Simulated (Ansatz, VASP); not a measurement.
## CdS: VASP beside Ansatz

```
CELL_PARAMETERS angstrom
3.78771 0.00000 0.00000
-1.89385 3.28025 0.00000
0.00000 0.00000 6.83277
ATOMIC_POSITIONS crystal
Cd 0.33333 0.66667 0.75000
Cd 0.66667 0.33333 0.25000
S 0.00000 0.00000 0.00000
S 0.00000 0.00000 0.50000
```

Alike in both runs: functional PBE; k mesh 12 × 12 × 8; occupations gaussian, width 0.1 eV; no spin polarisation.

Ansatz relaxed the structure, and its values are those at the end. VASP's run is a single point on that final structure, the one shown.

|  | VASP | Ansatz |
| --- | --- | --- |
| version | VASP 6.6.1 | Ansatz 0.2.0 |
| potentials or method | VASP PAW PBE potentials, release 64 (Cd, S), cutoff 520 eV | scalar-relativistic, plane waves, PAW |
| valence electrons in the cell | 36 | 52 |

|  | VASP | Ansatz | Ansatz less VASP |
| --- | --- | --- | --- |
| gap on the k mesh at the Fermi level (eV) | none | none | - |
| pressure (GPa) | 0.3 | 0.0 | -0.36 |

A gap of «none» marks a metal or a gap that the smearing closes. VASP's potentials hold 36 valence electrons a cell and Ansatz's 52, so a difference there can come from the potentials and not from the codes.
